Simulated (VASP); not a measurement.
Set up this calculation in VASP 6.6.1, as the native input.

| Item | Value |
| --- | --- |
| Task | single point |
| Functional | PBEsol |
| Potentials or basis | VASP PAW PBE potentials, release 64 (Ba_sv) |
| Cutoff | 520 eV |
| k mesh | 16 × 16 × 10 |
| Occupations | gaussian, width 0.15 eV |
| Spin | no spin polarisation |
| Dipole correction | no |
| Further INCAR settings | ALGO = Fast; EDIFF = 1e-06; NBANDS = 11 |

The structure of Ba lies in POSCAR:

```
Ba
1.0
    2.1059599095     -3.9318433093      0.0000000000
    2.1059599095      3.9318433093      0.0000000000
    0.0000000000      0.0000000000      4.9121110933
Ba
1
Direct
    0.0000000000      0.0000000000      0.0000000000
```

This cell differs from its parent crystal: ratio of the length along z to the lengths across it x 0.8, volume and fractional coordinates fixed.

These files were run (other wordings do the same):

INCAR

```
SYSTEM = Ba
PREC     = Accurate       ! precision mode
ENCUT    = 520            ! plane-wave cutoff, eV
EDIFF    = 1E-6           ! SCF threshold, eV
ISMEAR   = 0              ! smearing method
SIGMA    = 0.15           ! smearing width, eV
LREAL    = .False.        ! projectors in reciprocal space
LASPH    = .True.         ! aspherical terms in the spheres
NELM     = 80             ! most SCF steps
ALGO     = Fast           ! electronic algorithm
ISIF     = 2              ! what is computed and relaxed
LWAVE    = .False.        ! write WAVECAR
LCHARG   = .True.         ! write CHGCAR
GGA      = PS             ! functional
LELF     = .True.         ! ELF
LVHAR    = .True.       
NBANDS   = 11             ! bands
```

KPOINTS

```
regular mesh
0
Gamma
  16 16 10
  0 0 0
```

Potentials or basis: VASP PAW PBE potentials, release 64 (Ba_sv).

Launch:

```bash
$ cat potpaw_PBE.64/Ba_sv/POTCAR > POTCAR
$ mpirun -np 1 vasp_std > vasp.out
```

It gave:

The pressure is -1.1 GPa and the band gap on the k mesh is zero (bands 5 and 6 overlap by 0.68 eV).

Caveat: the PAW data sets were made with another functional, which shifts forces and pressure a little; spin-orbit coupling is left out, which moves the levels of the heavy elements.

It took 2.1 min on 1 thread of Intel(R) Xeon(R) 6975P-C (Granite Rapids) (shared host), peak memory 0.49 GiB.
